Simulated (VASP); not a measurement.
LiPb, 2 atoms in the cell. Symmetry: P4/mmm, No. 123, tetragonal system. The conventional cell has a = 3.487 Å, b = 3.487 Å, c = 3.522 Å, α = 90.00°, β = 90.00°, γ = 90.00°. Li (site symmetry 4/mmm) has 8 Pb at 3.03 Å and 6 Li at 3.49 to 3.52 Å within 4.0 Å. Pb (site symmetry 4/mmm) has 8 Li at 3.03 Å and 6 Pb at 3.49 to 3.52 Å within 4.0 Å.  This cell differs from its parent crystal: strain -0.0100 x Voigt [1, 1, 0, 0, 0, 0].

```yaml
Program: VASP 6.6.1
Task: single point
Functional: PBEsol
Potentials_or_basis: VASP PAW PBE potentials, release 64 (Li_sv, Pb_d)
Cutoff: 520 eV
k_mesh: 14 × 14 × 14
Occupations: gaussian, width 0.15 eV
Spin: no spin polarisation
Dipole_correction: no
Further_INCAR_settings: ALGO = Fast; EDIFF = 1e-06; NBANDS = 16
```

Potentials or basis: VASP PAW PBE potentials, release 64 (Li_sv, Pb_d).

Launch:

```console
$ cat potpaw_PBE.64/Li_sv/POTCAR potpaw_PBE.64/Pb_d/POTCAR > POTCAR
$ mpirun -np 1 vasp_std > vasp.out
```

Hardware: 1 thread of Intel(R) Xeon(R) Platinum 8488C (Sapphire Rapids) (shared host).

Question: Estimate the wall time of this run.

Answer: It took 2.2 min on 1 thread of Intel(R) Xeon(R) Platinum 8488C (Sapphire Rapids) (shared host), peak memory 0.3 GiB. Counts: scf iterations 15, k points 288.
